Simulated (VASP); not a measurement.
# CsSnI3 (P4/mmm) in VASP: a series of runs, part 2 of 2

VASP 6.6.1. The steps go on from the part before.

## Step 3: Single point, HSE06 (uniaxial z strain +4.0%)

The input, POSCAR:

```
CsSnI3
1.0
    6.2414907048      0.0000000000      0.0000000000
    0.0000000000      6.2414907048      0.0000000000
    0.0000000000      0.0000000000      6.4911503330
Cs Sn I
1 1 3
Direct
    0.0000000000      0.0000000000      0.0000000000
    0.5000000000      0.5000000000      0.5000000000
    0.5000000000      0.5000000000      0.0000000000
    0.5000000000      0.0000000000      0.5000000000
    0.0000000000      0.5000000000      0.5000000000
```

The input, INCAR.step1:

```
PREC = Accurate
ENCUT = 520
EDIFF = 1E-5
ISMEAR = 0
SIGMA = 0.01
LREAL = False
LASPH = True
NELM = 100
ALGO = Normal
ISIF = 2
LWAVE = True
LCHARG = False
GGA = PE
NBANDS = 30
```

The input, INCAR.step2:

```
PREC = Accurate
ENCUT = 520
EDIFF = 1E-7
ISMEAR = 0
SIGMA = 0.01
LREAL = False
LASPH = True
NELM = 100
ALGO = Normal
ISIF = 2
LWAVE = False
LCHARG = False
GGA = PE
LHFCALC = True
HFSCREEN = 0.2079
PRECFOCK = Fast
ISTART = 1
NBANDS = 30
```

The input, KPOINTS:

```
Automatic mesh
0
Gamma
  2 2 2
```

Potentials or basis: VASP PAW PBE potentials, release 64 (Cs_sv, Sn_d, I).

Run with:

```
cat potpaw_PBE.64/Cs_sv/POTCAR potpaw_PBE.64/Sn_d/POTCAR potpaw_PBE.64/I/POTCAR > POTCAR
cp INCAR.step1 INCAR
mpirun -np 1 vasp_std > vasp.out
cp INCAR.step2 INCAR
mpirun -np 1 vasp_std > vasp.out
```

OUTCAR:

```text
PREC = Accurate
   ENCUT = 520
   EDIFF = 1E-7
   ISMEAR = 0
   LREAL = False
   LASPH = True
   NELM = 100
   ISIF = 2
   GGA = PE
   LHFCALC = True
   HFSCREEN = 0.2079
   PRECFOCK = Fast
   ISTART = 1

 ion  position               nearest neighbor table
   1  0.000  0.000  0.000-
   2  0.500  0.500  0.500-   4 3.12   5 3.12   4 3.12   5 3.12   3 3.25   3 3.25
   3  0.500  0.500  0.000-   2 3.25   2 3.25
   4  0.500  0.000  0.500-   2 3.12   2 3.12
   5  0.000  0.500  0.500-   2 3.12   2 3.12

  LATTYP: Found a simple tetragonal cell.
 ALAT       =     6.2414907048
 C/A-ratio  =     1.0400000000

  Lattice vectors:

 A1 = (   6.2414907048,   0.0000000000,   0.0000000000)
 A2 = (   0.0000000000,   6.2414907048,   0.0000000000)
 A3 = (   0.0000000000,   0.0000000000,   6.4911503330)

Analysis of symmetry for initial positions (statically):
=====================================================================
 Subroutine PRICEL returns:
 Original cell was already a primitive cell.

 Routine SETGRP: Setting up the symmetry group for a
 simple tetragonal supercell.

 Subroutine GETGRP returns: Found 16 space group operations
 (whereof 16 operations were pure point group operations)
 out of a pool of 16 trial point group operations.

The static configuration has the point symmetry D_4h.

Analysis of symmetry for dynamics (positions and initial velocities):
=====================================================================
 Subroutine PRICEL returns:
 Original cell was already a primitive cell.

 Routine SETGRP: Setting up the symmetry group for a
 simple tetragonal supercell.

 Subroutine GETGRP returns: Found 16 space group operations
 (whereof 16 operations were pure point group operations)
 out of a pool of 16 trial point group operations.

[... 112 lines left out ...]
   GGA     = PE    functional components
   LHFCALC =     T    Hartree Fock is set to
   PRECFOCK=fast      Normal, Fast or Accurate (Low or Medium for compatibility)
   ENCUT4O =  -1.0   cutoff for four orbital integrals eV
   NKREDX  =     1    reduce k-point grid by
   NKREDY  =     1    reduce k-point grid by
   NKREDZ  =     1    reduce k-point grid by
   AEXX    =    0.2500 exact exchange contribution
   HFSCREEN=    0.2079 screening length (either q_TF or 0.3 A-1)
   HFSCREENC=   0.2079 screening length for correlation (either q_TF or 0.3 A-1)
   ENCUTFOCK=  -1.0 apply spherical cutoff to Coloumb kernel
   IVDW    =     0    specifies the selected vdW correction
   LEPSILON=     F    determine dielectric tensor
   LRPA    =     F    only Hartree local field effects (RPA)
 non-spin polarized calculation
 Gauss-broadening in eV      SIGMA  =   0.01
  energy-cutoff  :      520.00
  volume of cell :      252.87
 maximum number of plane-waves:      6845
 NGX is ok and might be reduce to    48
  NGX = 28; NGY = 28; NGZ = 28

 number of electron      43.9999992 magnetization

 Free energy of the ion-electron system (eV)
  ---------------------------------------------------
  ext. energy  EPLUGINS =         0.00000000
  ---------------------------------------------------
  free energy    TOTEN  =       -15.82842587 eV

  energy without entropy =      -15.82842587  energy(sigma->0) =      -15.82842587

 E-fermi :   1.9398     XC(G=0):  -6.1375

 val. band max:        1.8228482463   @ k =   0.5000   0.5000   0.5000
 cond. band min:       2.6686969629   @ k =   0.5000   0.5000   0.5000
 fundamental gap:      0.8458487167
 Fermi energy:         1.9398021668

 k-point     1 :       0.0000    0.0000    0.0000
  band No.  band energies     occupation
      1     -22.5942      2.00000
      2     -22.5888      2.00000
      3     -22.5726      2.00000
      4     -22.5726      2.00000
      5     -22.5704      2.00000
      6     -21.9721      2.00000
[... 187 lines left out ...]
     29       6.9477      0.00000
     30       8.0127      0.00000

------------------------ aborting loop because EDIFF is reached ----------------------------------------

  FORCE on cell =-STRESS in cart. coord.  units (eV):
  Direction    XX          YY          ZZ          XY          YZ          ZX
  --------------------------------------------------------------------------------------
  -------------------------------------------------------------------------------------
  Total        1.7257214      1.7257214     -0.3719811     -0.0000000      0.0000000      0.0000000
  in kB       10.9340973     10.9340973     -2.3568563     -0.0000000      0.0000000      0.0000000
  external PRESSURE =       6.5037794 kB  Pullay stress =       0.0000000 kB

 VOLUME and BASIS-vectors are now :
 -----------------------------------------------------------------------------
  energy-cutoff  :      520.00
  volume of cell :      252.87
      direct lattice vectors                 reciprocal lattice vectors
     6.241490705  0.000000000  0.000000000     0.160218135  0.000000000  0.000000000
     0.000000000  6.241490705  0.000000000     0.000000000  0.160218135  0.000000000
     0.000000000  0.000000000  6.491150333     0.000000000  0.000000000  0.154055899

 POSITION                                       TOTAL-FORCE (eV/Angst)
 -----------------------------------------------------------------------------------
      0.00000      0.00000      0.00000         0.000000      0.000000      0.000000
      3.12075      3.12075      3.24558         0.000000      0.000000      0.000000
      3.12075      3.12075      0.00000         0.000000      0.000000      0.000000
      3.12075      0.00000      3.24558         0.000000      0.000000      0.000000
      0.00000      3.12075      3.24558         0.000000      0.000000      0.000000
 -----------------------------------------------------------------------------------
    total drift:                               -0.000002     -0.000001      0.000000

  FREE ENERGIE OF THE ION-ELECTRON SYSTEM (eV)
  ---------------------------------------------------
  free  energy   TOTEN  =       -15.8284258719 eV

  energy  without entropy=      -15.8284258719  energy(sigma->0) =      -15.82842587
```

OUTCAR.step1:

```text
PREC = Accurate
   ENCUT = 520
   EDIFF = 1E-5
   ISMEAR = 0
   LREAL = False
[... 411 lines left out ...]
      3.12075      3.12075      3.24558         0.000000      0.000000      0.000000
      3.12075      3.12075      0.00000         0.000000      0.000000      0.000000
      3.12075      0.00000      3.24558         0.000000      0.000000      0.000000
      0.00000      3.12075      3.24558         0.000000      0.000000      0.000000
 -----------------------------------------------------------------------------------
    total drift:                                0.000000     -0.000000     -0.000000

  FREE ENERGIE OF THE ION-ELECTRON SYSTEM (eV)
  ---------------------------------------------------
  free  energy   TOTEN  =       -13.1683708404 eV

  energy  without entropy=      -13.1683708404  energy(sigma->0) =      -13.16837084
```

OSZICAR.step1:

```text
N       E                     dE             d eps       ncg     rms          rms(c)
DAV:   1     0.334161872961E+03    0.33416E+03   -0.17891E+04   360   0.130E+03
DAV:   2     0.279512797294E+02   -0.30621E+03   -0.29330E+03   406   0.269E+02
DAV:   3    -0.120376173818E+02   -0.39989E+02   -0.39576E+02   412   0.108E+02
DAV:   4    -0.135920401701E+02   -0.15544E+01   -0.15472E+01   448   0.253E+01
DAV:   5    -0.136477410965E+02   -0.55701E-01   -0.55688E-01   542   0.454E+00    0.360E+00
DAV:   6    -0.132170761392E+02    0.43066E+00   -0.55196E-01   444   0.366E+00    0.235E+00
DAV:   7    -0.131604774958E+02    0.56599E-01   -0.47163E-01   480   0.259E+00    0.120E+00
DAV:   8    -0.131692650965E+02   -0.87876E-02   -0.67031E-02   428   0.163E+00    0.388E-01
DAV:   9    -0.131680773833E+02    0.11877E-02   -0.10443E-02   488   0.678E-01    0.225E-01
DAV:  10    -0.131683564192E+02   -0.27904E-03   -0.17036E-03   414   0.213E-01    0.379E-02
DAV:  11    -0.131683712173E+02   -0.14798E-04   -0.36268E-04   456   0.132E-01    0.373E-02
DAV:  12    -0.131683708404E+02    0.37681E-06   -0.23194E-05   440   0.241E-02
   1 F= -.13168371E+02 E0= -.13168371E+02  d E =-.760492E-13
```

It took 9.1 min on 1 thread of AMD EPYC 7R13 (Zen 3), shared host; peak memory 0.44 GiB.

What came out:

- Free energy: -15.8284 eV
- Pressure: 0.7 GPa
- Band gap on the k mesh: 0.85 eV

Caveat: the k points lie up to 0.50 Å⁻¹ apart; the cell differs from its parent crystal (uniaxial z strain +4.0%); the PAW data sets were made with another functional, which shifts forces and pressure a little; spin-orbit coupling is left out, which moves the levels of the heavy elements.

## Step 4: Single point, HSE06 (uniaxial z strain -3.0%)

Edit POSCAR of step 3 so:

```diff
@@ -4,3 +4,3 @@
     0.0000000000      6.2414907048      0.0000000000
-    0.0000000000      0.0000000000      6.4911503330
+    0.0000000000      0.0000000000      6.0542459837
 Cs Sn I
```

The input, INCAR.step1:

```
SYSTEM = CsSnI3
  PREC = Accurate
  ENCUT = 520
  EDIFF = 1E-5
  ISMEAR = 0
  SIGMA = 0.01
  LREAL = .False.
  LASPH = .True.
  NELM = 60
  ALGO = Normal
  ISIF = 2
  LWAVE = .True.
  NBANDS = 30
  GGA = PE
```

The input, INCAR.step2:

```
SYSTEM = CsSnI3
  PREC = Accurate
  ENCUT = 520
  EDIFF = 1E-6
  ISMEAR = 0
  SIGMA = 0.01
  LREAL = .False.
  LASPH = .True.
  NELM = 60
  ALGO = Normal
  ISIF = 2
  LWAVE = .False.
  LCHARG = .True.
  GGA = PE
  LHFCALC = .True.
  HFSCREEN = 0.2079
  PRECFOCK = Fast
  LELF = .True.
  LVHAR = .True.
  NBANDS = 30
  ISTART = 1
```

The input, KPOINTS:

```
regular mesh
0
Gamma
  2 2 2
  0 0 0
```

Run with:

```
cat potpaw_PBE.64/Cs_sv/POTCAR potpaw_PBE.64/Sn_d/POTCAR potpaw_PBE.64/I/POTCAR > POTCAR
cp INCAR.step1 INCAR
mpirun -np 1 vasp_std > vasp.out
cp INCAR.step2 INCAR
mpirun -np 1 vasp_std > vasp.out
```

It took 12 min on 1 thread of Oxide Virtual Turin-like, shared host; peak memory 0.43 GiB.

The run converged. Its results:

| Quantity | Value |
| --- | --- |
| Free energy | -15.6976 eV |
| Pressure | 2.1 GPa |
| Band gap on the k mesh | 0.62 eV |

Stress tensor (GPa, compression positive):
```
1.59 0.00 0.00
0.00 1.59 0.00
0.00 0.00 3.09
```

Levels at points of the mesh, in eV from the valence-band top:
```
           k point  band 20  band 21  band 22  band 23  band 24  band 25
(0.00, 0.00, 0.00)    -2.58    -2.55    -2.55     2.76     3.63     3.71
(0.50, 0.00, 0.00)    -2.71    -2.68    -1.90     1.50     4.35     4.50
(0.50, 0.50, 0.00)    -2.94    -2.15    -1.05     1.18     1.18     4.86
(0.00, 0.00, 0.50)    -2.71    -2.71    -1.65     1.57     4.49     4.52
(0.50, 0.00, 0.50)    -2.95    -2.09    -0.82     1.07     1.27     4.46
(0.50, 0.50, 0.50)    -2.07    -2.07     0.00     0.62     0.62     0.85
```

Caveat: the k points lie up to 0.52 Å⁻¹ apart; the cell differs from its parent crystal (uniaxial z strain -3.0%); the PAW data sets were made with another functional, which shifts forces and pressure a little; spin-orbit coupling is left out, which moves the levels of the heavy elements.

## Step 5: Summary

| level | cell | k mesh | grid for exact exchange (PRECFOCK) | share of exact exchange | screening parameter | gap on the mesh (eV) | pressure (GPa) |
| --- | --- | --- | --- | --- | --- | --- | --- |
| r2SCAN | a = 6.241, b = 6.241, c = 6.117 Å, 5 atoms | 4 × 4 × 4 | - | - | - | 0.35 | 0.4 |
| HSE06 | a = 6.241, b = 6.241, c = 6.491 Å, 5 atoms | 2 × 2 × 2 | Fast | 0.25 | 0.2079 1/Å | 0.85 | 0.7 |
| HSE06 | a = 6.241, b = 6.241, c = 6.054 Å, 5 atoms | 2 × 2 × 2 | Fast | 0.25 | 0.2079 1/Å | 0.62 | 2.1 |

Alike in all rows: task single point; potentials or basis VASP PAW PBE potentials, release 64 (Cs_sv, Sn_d, I); no spin polarisation; cutoff (eV) 520; smearing gaussian 0.01 eV.

Caveats: some runs use coarse meshes; the PAW data sets were made with another functional, which shifts forces and pressure a little; spin-orbit coupling is left out, which moves the levels of the heavy elements.

Absolute energies hang on the potentials; compare differences alone.
